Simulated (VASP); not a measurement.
Write the native input for VASP 6.6.1 that does the following.

- Task: single point
- Functional: RPBE
- Potentials or basis: VASP PAW PBE potentials, release 64 (Ge_d)
- Cutoff: 520 eV
- k mesh: 13 × 13 × 13
- Occupations: fermi-dirac, width 0.1 eV
- Spin: no spin polarisation
- Dipole correction: no
- Further INCAR settings: ALGO = Normal; EDIFF = 1e-07; NBANDS = 13

The structure of Ge lies in POSCAR:

```
Ge
1.0
    2.6615416611      0.0000000000      0.0000000000
    0.0000000000      2.6615416611      0.0000000000
    0.0000000000      0.0000000000      2.6615416611
Ge
1
Direct
    0.0000000000      0.0000000000      0.0000000000
```

This cell differs from its parent crystal: volume scaled by 0.92.

These files were run (other wordings do the same):

INCAR

```
SYSTEM = Ge
PREC = Accurate
ENCUT = 520
EDIFF = 1E-7
ISMEAR = -1
SIGMA = 0.1
LREAL = .FALSE.
LASPH = .TRUE.
NELM = 80
ALGO = Normal
ISIF = 2
LWAVE = .FALSE.
LCHARG = .FALSE.
GGA = RP
NBANDS = 13
```

KPOINTS

```
Automatic mesh
0
G
  13 13 13
  0 0 0
```

Potentials or basis: VASP PAW PBE potentials, release 64 (Ge_d).

Command:

```console
$ cat potpaw_PBE.64/Ge_d/POTCAR > POTCAR
$ mpirun -np 1 vasp_std > vasp.out
```

Results of the run:

| Property | Result |
| --- | --- |
| Pressure | 6.2 GPa |
| Band gap on the k mesh | zero (band 7 reaches 13.53 eV, above the bottom of band 8 at 4.25 eV) |

Caveat: the PAW data sets were made with another functional, which shifts forces and pressure a little.

Wall time 22 s on 1 thread of AMD EPYC 7R13 (shared host), peak memory 0.1 GiB.
